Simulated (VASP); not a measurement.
CoSn, 6 atoms in the cell. Symmetry: P6/mmm, No. 191, hexagonal system. Conventional cell: a = 5.243 Å, b = 5.243 Å, c = 4.184 Å, α = 90.00°, β = 90.00°, γ = 120.00°. Within 3.4 Å of Co (site symmetry mmm) lie 6 Sn at 2.58 to 2.62 Å and 4 Co at 2.62 Å. Sn (site symmetry -6m2) has 6 Co at 2.58 Å and 3 Sn at 3.03 Å within 3.4 Å. Within 3.5 Å of Sn (site symmetry 6/mmm) lie 6 Co at 2.62 Å. 

| Property | Result |
| --- | --- |
| Program | VASP 6.6.1 |
| Task | single point |
| Functional | r2SCAN |
| Potentials or basis | VASP PAW PBE potentials, release 64 (Co, Sn_d) |
| Cutoff | 520 eV |
| k mesh | 12 × 12 × 8 |
| Occupations | gaussian, width 0.1 eV |
| Spin | no spin polarisation |
| Dipole correction | no |
| Further INCAR settings | ALGO = Normal; EDIFF = 1e-07; NBANDS = 44 |

Potentials or basis: VASP PAW PBE potentials, release 64 (Co, Sn_d).

Command:

```console
$ cat potpaw_PBE.64/Co/POTCAR potpaw_PBE.64/Sn_d/POTCAR > POTCAR
$ cp INCAR.step1 INCAR
$ mpirun -np 1 vasp_std > vasp.out
$ cp INCAR.step2 INCAR
$ mpirun -np 1 vasp_std > vasp.out
```

Hardware: 1 thread of Intel(R) Xeon(R) 6975P-C (Granite Rapids) (shared host).

Task: Estimate the wall time of this run.

Result: It took 12 min on 1 thread of Intel(R) Xeon(R) 6975P-C (Granite Rapids), on a shared host, peak memory 0.46 GiB. Counts: k points 95.
